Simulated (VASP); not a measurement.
# SrO (Cmc2_1) in VASP: relaxation of cell and atoms with PBEsol

Aim: the relaxation of cell and atoms of SrO with PBEsol.

All numbers are computed with VASP 6.6.1; they aren't measurements. Logs are shortened: lines on timing, memory, paths and dates and some standing lists are left out, and cuts for length are marked.

**1. The cell of the first run**

It takes space group Cmc2_1 (No. 36, orthorhombic). The conventional cell has a = 3.681 Å, b = 6.295 Å, c = 5.955 Å, α = 90.00°, β = 90.00°, γ = 90.00°. Sr (site symmetry m) has 4 O at 2.23 to 2.24 Å within 2.9 Å. O (site symmetry m) has 4 Sr at 2.23 to 2.24 Å within 2.9 Å.

**2. Relaxation of cell and atoms, PBEsol**

The input, INCAR:

```
PREC = Accurate ; ENCUT = 600
EDIFF = 1E-7 ; ISMEAR = -1
SIGMA = 0.03 ; LREAL = False
LASPH = True ; NELM = 60
ALGO = Normal ; ISIF = 3
LWAVE = False ; LCHARG = False
GGA = PS ; IBRION = 2
NSW = 100 ; EDIFFG = -0.01
```

The input, KPOINTS:

```
regular mesh
0
Gamma
  6 6 4
```

The input, POSCAR:

```
SrO
1.0
    1.8406836700     -3.1472765800      0.0000000000
    1.8406836700      3.1472765800      0.0000000000
    0.0000000000      0.0000000000      5.9550427900
Sr O
2 2
Direct
    0.8484730000      0.1515270000      0.9998270000
    0.1515270000      0.8484730000      0.4998270000
    0.1821900000      0.8178100000      0.8751730000
    0.8178100000      0.1821900000      0.3751730000
```

Potentials or basis: VASP PAW PBE potentials, release 64 (Sr_sv, O).

The run is started by

```console
> cat potpaw_PBE.64/Sr_sv/POTCAR potpaw_PBE.64/O/POTCAR > POTCAR
> mpirun -np 1 vasp_std > vasp.out
```

OUTCAR:

```text
PREC = Accurate
   ENCUT = 600
   EDIFF = 1E-7
   ISMEAR = -1
   LREAL = False
   LASPH = True
   NELM = 60
   ISIF = 3
   GGA = PS
   IBRION = 2
   NSW = 100
   EDIFFG = -0.01

 ion  position               nearest neighbor table
   1  0.848  0.152  1.000-   3 2.23   4 2.24   3 2.24   3 2.24   2 3.54   2 3.54   2 3.71   2 3.71
                             2 3.71   2 3.71   2 5.10   2 5.10   2 5.10   2 5.10
   2  0.152  0.848  0.500-   4 2.23   3 2.24   4 2.24   4 2.24   1 3.54   1 3.54   1 3.71   1 3.71
                             1 3.71   1 3.71   1 5.10   1 5.10   1 5.10   1 5.10
   3  0.182  0.818  0.875-   1 2.23   2 2.24   1 2.24   1 2.24
   4  0.818  0.182  0.375-   2 2.23   1 2.24   2 2.24   2 2.24

  LATTYP: Found a base centered orthorhombic cell.
 ALAT       =     3.6813673400
 B/A-ratio  =     1.7098410940
 C/A-ratio  =     1.6176171080

  Lattice vectors:

 A1 = (   1.8406836700,  -3.1472765800,   0.0000000000)
 A2 = (   1.8406836700,   3.1472765800,   0.0000000000)
 A3 = (   0.0000000000,   0.0000000000,   5.9550427900)

Analysis of symmetry for initial positions (statically):
=====================================================================
 Subroutine PRICEL returns:
 Original cell was already a primitive cell.

 Routine SETGRP: Setting up the symmetry group for a
 base centered orthorhombic supercell.

 Subroutine GETGRP returns: Found  4 space group operations
 (whereof  2 operations were pure point group operations)
 out of a pool of  8 trial point group operations.

The static configuration has the point symmetry C_1h.
 The point group associated with its full space group is C_2v.

Analysis of symmetry for dynamics (positions and initial velocities):
=====================================================================
 Subroutine PRICEL returns:
 Original cell was already a primitive cell.

 Routine SETGRP: Setting up the symmetry group for a
 base centered orthorhombic supercell.

 Subroutine GETGRP returns: Found  4 space group operations
 (whereof  2 operations were pure point group operations)
 out of a pool of  8 trial point group operations.

The dynamic configuration has the point symmetry C_1h.
 The point group associated with its full space group is C_2v.

 Subroutine INISYM returns: Found  4 space group operations
 (whereof  2 operations are pure point group operations),
 and found     1 'primitive' translations

----------------------------------------------------------------------------------------

                                     Primitive cell

  volume of cell :      68.9968

  direct lattice vectors                    reciprocal lattice vectors
     1.840683670 -3.147276580  0.000000000     0.271638201 -0.158867512  0.000000000
     1.840683670  3.147276580  0.000000000     0.271638201  0.158867512  0.000000000
     0.000000000  0.000000000  5.955042790     0.000000000  0.000000000  0.167924906

  length of vectors
     3.646020604  3.646020604  5.955042790     0.314684284  0.314684284  0.167924906

  position of ions in fractional coordinates (direct lattice)
     0.848473000  0.151527000  0.999827000
     0.151527000  0.848473000  0.499827000
     0.182190000  0.817810000  0.875173000
     0.817810000  0.182190000  0.375173000

  ion indices of the primitive-cell ions
   primitive index   ion index
                 1           1
                 2           2
                 3           3
                 4           4

----------------------------------------------------------------------------------------

 KPOINTS: regular mesh

Automatic generation of k-mesh.
 Grid dimensions read from file:
 generate k-points for:    6    6    4

 Generating k-lattice:

  Cartesian coordinates                     Fractional coordinates (reciprocal lattice)
     0.045273033 -0.026477919  0.000000000     0.166666667  0.000000000  0.000000000
     0.045273033  0.026477919  0.000000000     0.000000000  0.166666667  0.000000000
     0.000000000  0.000000000  0.041981226     0.000000000  0.000000000  0.250000000

  Length of vectors
     0.052447381  0.052447381  0.041981226

  Shift w.r.t. Gamma in fractional coordinates (k-lattice)
     0.000000000  0.000000000  0.000000000

 Subroutine IBZKPT returns following result:
 ===========================================

 Found     39 irreducible k-points:

 Following reciprocal coordinates:
            Coordinates               Weight
  0.000000  0.000000  0.000000      1.000000
  0.166667  0.000000  0.000000      4.000000
  0.333333  0.000000  0.000000      4.000000
  0.500000  0.000000  0.000000      2.000000
  0.166667  0.166667  0.000000      2.000000
  0.333333  0.166667  0.000000      4.000000
[... 16 lines left out ...]
  0.333333  0.333333  0.250000      4.000000
  0.500000  0.333333  0.250000      8.000000
 [... further k-points ...]
   k-points           NKPTS =     39   k-points in BZ     NKDIM =     39   number of bands    NBANDS=     20
   number of dos      NEDOS =    301   number of ions     NIONS =      4
   total plane-waves  NPLWV =  43200
   dimension x,y,z NGX =    30 NGY =   30 NGZ =   48
   dimension x,y,z NGXF=    60 NGYF=   60 NGZF=   96
   ions per type =               2   2
   NGX,Y,Z   is equivalent  to a cutoff of  13.68, 13.68, 13.40 a.u.
   NGXF,Y,Z  is equivalent  to a cutoff of  27.36, 27.36, 26.80 a.u.
 SYSTEM =  unknown system
   PREC   = accura    normal or accurate (medium, high low for compatibility)
   ISTART =      0    job   : 0-new  1-cont  2-samecut
   ICHARG =      2    charge: 1-file 2-atom 10-const
   ISPIN  =      1    spin polarized calculation?
   LNONCOLLINEAR =      F non collinear calculations
   LSORBIT =      F    spin-orbit coupling
   LASPH  =      T    aspherical Exc in radial PAW
   ENCUT  =  600.0 eV  44.10 Ry    6.64 a.u.   7.28  7.28 11.89*2*pi/ulx,y,z
   NELM   =     60;   NELMIN=  2; NELMDL= -5     # of ELM steps
   EDIFF  = 0.1E-06   stopping-criterion for ELM
   LREAL  =      F    real-space projection
   EDIFFG = -.1E-01   stopping-criterion for IOM
   NSW    =    100    number of steps for IOM
   IBRION =      2    ionic relax: 0-MD 1-quasi-New 2-CG
   NFREE  =      1    steps in history (QN), initial steepest desc. (CG)
   ISIF   =      3    stress and relaxation
   ISYM   =      2    0-nonsym 1-usesym 2-fastsym
   POTIM  = 0.5000    time-step for ionic-motion
   TEBEG  =    0.0;   TEEND  =   0.0 temperature during run
   PSTRESS=    0.0 pullay stress
   NELECT =      32.0000    total number of electrons
   NUPDOWN=      -1.0000    fix difference up-down
   EMIN   =  10.00;   EMAX   =-10.00  energy-range for DOS
   EFERMI =   0.00;   METHOD = LEGACY
   ISMEAR =    -1;   SIGMA  =   0.03  broadening in eV -4-tet -1-fermi 0-gaus
   EFERMI_NEDOS =   21; number of points for ismear=-14 and -15
   IALGO  =     38    algorithm
   IMIX   =      4    mixing-type and parameters
     AMIX     =   0.40;   BMIX     =  1.00
     AMIX_MAG =   1.60;   BMIX_MAG =  1.00
  volume/ion in A,a.u.               =      17.25       116.40
  Fermi-wavevector in a.u.,A,eV,Ry     =   1.267210  2.394679 21.848515  1.605821
  Thomas-Fermi vector in A             =   2.400370
   LORBIT       =      0    0 simple, 1 ext, 2 COOP (PROOUT), +10 PAW based schemes
   GGA     = PS    functional components
   LHFCALC =     F    Hartree Fock is set to
   AEXX    =    0.0000 exact exchange contribution
   IVDW    =     0    specifies the selected vdW correction
   LEPSILON=     F    determine dielectric tensor
   LRPA    =     F    only Hartree local field effects (RPA)
 conjugate gradient relaxation of ions
 non-spin polarized calculation
  energy-cutoff  :      600.00
  volume of cell :       69.00
 maximum number of plane-waves:      2332
 NGX is ok and might be reduce to    30
   NGX = 15   NGY = 15   NGZ = 23

--------------------------------------- Ionic step        1  -------------------------------------------

 number of electron      31.9999992 magnetization

 Free energy of the ion-electron system (eV)
  ---------------------------------------------------
  ext. energy  EPLUGINS =         0.00000000
  ---------------------------------------------------
  free energy    TOTEN  =       -23.69101370 eV

  energy without entropy =      -23.69101370  energy(sigma->0) =      -23.69101370

------------------------ aborting loop because EDIFF is reached ----------------------------------------

  FORCE on cell =-STRESS in cart. coord.  units (eV):
  Direction    XX          YY          ZZ          XY          YZ          ZX
  --------------------------------------------------------------------------------------
  -------------------------------------------------------------------------------------
  Total        9.3354705     10.4827586      8.9173309      0.0000000      0.0000000      0.0000000
  in kB      216.7793167    243.4205361    207.0696809      0.0000000      0.0000000      0.0000000
  external PRESSURE =     222.4231779 kB  Pullay stress =       0.0000000 kB
[... 95 lines left out ...]
  FREE ENERGIE OF THE ION-ELECTRON SYSTEM (eV)
  ---------------------------------------------------
  free  energy   TOTEN  =       -24.6481309349 eV

  energy  without entropy=      -24.6481309349  energy(sigma->0) =      -24.64813093

 E-fermi :   1.0265     XC(G=0):  -9.1028

 val. band max:        0.2569293759   @ k =   0.5000   0.0000   0.0000
 cond. band min:       2.9561986746   @ k =   0.0000   0.0000   0.0000
 fundamental gap:      2.6992692987
 Fermi energy:         1.0265050349

 k-point     1 :       0.0000    0.0000    0.0000
  band No.  band energies     occupation
      1     -31.6738      2.00000
      2     -31.5548      2.00000
      3     -15.2319      2.00000
      4     -14.4784      2.00000
      5     -13.7587      2.00000
      6     -13.7516      2.00000
[... 541 lines left out ...]
     19       6.8713      0.00000
     20       7.4190      0.00000

 [... further k-points ...]

[... ionic steps 4 to 30 ...]

--------------------------------------- Ionic step       31  -------------------------------------------

 number of electron      31.9999988 magnetization

------------------------ aborting loop because EDIFF is reached ----------------------------------------
[... 71 lines left out ...]
--------------------------------------- Ionic step       33  -------------------------------------------

 number of electron      31.9999987 magnetization

 Free energy of the ion-electron system (eV)
  ---------------------------------------------------
  ext. energy  EPLUGINS =         0.00000000
  ---------------------------------------------------
  free energy    TOTEN  =       -24.96979007 eV

  energy without entropy =      -24.96979007  energy(sigma->0) =      -24.96979007

 E-fermi :   1.3578     XC(G=0):  -9.2771

 val. band max:        0.6766876058   @ k =   0.0000   0.0000   0.0000
 cond. band min:       3.2611587408   @ k =   0.0000   0.0000   0.0000
 fundamental gap:      2.5844711350
 Fermi energy:         1.3577752872

 k-point     1 :       0.0000    0.0000    0.0000
  band No.  band energies     occupation
      1     -31.5120      2.00000
      2     -31.3264      2.00000
      3     -14.2871      2.00000
      4     -14.2767      2.00000
      5     -14.1275      2.00000
      6     -13.6880      2.00000
[... 541 lines left out ...]
     19       7.2866      0.00000
     20       8.1644      0.00000

 [... further k-points ...]

------------------------ aborting loop because EDIFF is reached ----------------------------------------

  FORCE on cell =-STRESS in cart. coord.  units (eV):
  Direction    XX          YY          ZZ          XY          YZ          ZX
  --------------------------------------------------------------------------------------
  -------------------------------------------------------------------------------------
  Total       -0.0371983     -0.0153729     -0.0213393      0.0000000      0.0000000      0.0000000
  in kB       -0.7472462     -0.3088144     -0.4286670      0.0000000      0.0000000      0.0000000
  external PRESSURE =      -0.4949092 kB  Pullay stress =       0.0000000 kB
[... 19 lines left out ...]
  FREE ENERGIE OF THE ION-ELECTRON SYSTEM (eV)
  ---------------------------------------------------
  free  energy   TOTEN  =       -24.9697900672 eV

  energy  without entropy=      -24.9697900672  energy(sigma->0) =      -24.96979007

 reached required accuracy - stopping structural energy minimisation
```

Wall time 51 min (1 thread of AMD EPYC 7R13, shared host); peak memory 0.23 GiB.

What came out:

```yaml
Free_energy: -24.9698 eV
Relaxed_volume: 19.94 Å³/atom
Relaxed_cell: a = 4.234 Å, b = 4.234 Å, c = 5.125 Å, α = 90.00°, β = 90.00°, γ = 119.76°
Space_group_after_relaxing_to_0.05_Å: P6_3/mmc (No. 194)
Energy_gained_by_relaxing: 319.7 meV/atom
Ionic_steps: 33
Pressure_after_relaxing: 0.0 GPa
Largest_force_after_relaxing: 0.008 eV/Å
Band_gap_on_the_k_mesh: 2.58 eV, direct
```

Forces in eV/Å, atoms in the order of the input:
```
Sr   0.000  0.001  0.008
Sr   0.000 -0.001  0.008
O    0.000  0.002 -0.008
O    0.000 -0.002 -0.008
```

Step by step:
```tsv
step	energy change (eV)	largest force (eV/Å)	pressure (GPa)	volume (Å³)
1	0.0000	0.2865	22.24	69.00
2	-0.7384	0.1805	-6.19	95.77
3	-0.9571	0.1462	0.05	85.30
4	-0.9570	0.1481	-0.23	85.65
5	-0.9646	0.1615	-0.23	85.65
6	-0.9826	0.2087	-0.26	85.63
7	-1.0001	0.3404	-0.38	85.47
8	-1.0063	0.3128	-0.37	85.35
9	-1.0229	0.2379	-0.33	85.00
10	-1.0484	0.1154	-0.25	84.28
11	-1.0860	0.0716	-0.12	82.80
12	-1.1678	0.4852	0.46	79.64
13	1.4569	5.5544	21.08	72.54
14	-1.1522	0.5231	0.78	79.52
15	-1.1570	0.6266	1.09	78.74
16	-1.1663	0.6240	0.85	78.70
17	-1.1667	0.6229	0.81	78.69
18	-1.1785	0.5703	0.51	78.99
19	-1.2058	0.4252	-0.34	79.89
20	-1.2273	0.2966	-1.87	81.69
21	-1.2438	0.2693	-1.30	81.10
22	-1.2664	0.2004	0.49	79.31
23	-1.2665	0.1967	0.62	79.18
24	-1.2717	0.1349	0.30	79.47
25	-1.2747	0.0897	-0.16	79.91
26	-1.2762	0.0699	-0.07	79.79
27	-1.2780	0.0433	0.23	79.47
28	-1.2784	0.0342	-0.10	79.81
29	-1.2784	0.0350	-0.06	79.77
30	-1.2786	0.0226	-0.01	79.72
31	-1.2786	0.0161	0.05	79.66
32	-1.2787	0.0108	0.00	79.70
33	-1.2788	0.0083	-0.05	79.76
```

Final structure:
```
CELL_PARAMETERS angstrom
2.12451 -3.66224 0.00000
2.12451 3.66224 0.00000
0.00000 0.00000 5.12548
ATOMIC_POSITIONS crystal
Sr 0.83295 0.16705 0.93713
Sr 0.16705 0.83295 0.43713
O 0.16696 0.83304 0.93787
O 0.83304 0.16696 0.43787
```

Caveat: the volume moved by over 15 % at a fixed basis, so the end points are rough; the PAW data sets were made with another functional, which shifts forces and pressure a little.
